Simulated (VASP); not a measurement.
A run of VASP 6.6.1:

INCAR

```
SYSTEM = Ti
PREC = Accurate
ENCUT = 520
EDIFF = 1E-6
ISMEAR = 0
SIGMA = 0.1
LREAL = Auto
LASPH = .True.
NELM = 60
ALGO = Normal
ISIF = 2
LWAVE = .False.
LCHARG = .False.
LDIPOL = .True.
IDIPOL = 3
DIPOL = 0.5 0.5 0.500
GGA = PE
IVDW = 12
NBANDS = 110
```

File KPOINTS:

```
Automatic mesh
0
Gamma
  6 6 1
  0 0 0
```

File POSCAR:

```
Ti
1.0
    5.7102790035      0.0000000000      0.0000000000
   -2.8551395017      4.9452466797      0.0000000000
    0.0000000000      0.0000000000     23.9936349237
Ti
16
Direct
    0.3333333333      0.1666666667      0.3542606207
    0.3333333333      0.6666666667      0.3542606207
    0.8333333333      0.1666666667      0.3542606207
    0.8333333333      0.6666666667      0.3542606207
    0.6666666667      0.3333333333      0.4514202069
    0.6666666667      0.8333333333      0.4514202069
    0.1666666667      0.3333333333      0.4514202069
    0.1666666667      0.8333333333      0.4514202069
    0.0000000000      0.5000000000      0.5502865441
    0.0000000000      0.0000000000      0.5502865441
    0.5000000000      0.5000000000      0.5502865441
    0.5000000000      0.0000000000      0.5502865441
    0.3333333333      0.6666666667      0.6428565109
    0.3333333333      0.1666666667      0.6428565109
    0.8333333333      0.6666666667      0.6428565109
    0.8333333333      0.1666666667      0.6428565109
```

Potentials or basis: VASP PAW PBE potentials, release 64 (Ti_sv).

Run with:

```sh
$ cat potpaw_PBE.64/Ti_sv/POTCAR > POTCAR
$ mpirun -np 1 vasp_std > vasp.out
```

Hardware: 1 thread of Intel Xeon 8259CL (shared host).

**Question.** How long does it take, and how much memory?

**Answer.** It took 90 min on 1 thread of Intel Xeon 8259CL, with other jobs on the host, peak memory 0.82 GiB. Counts: scf iterations 53, k points 7.
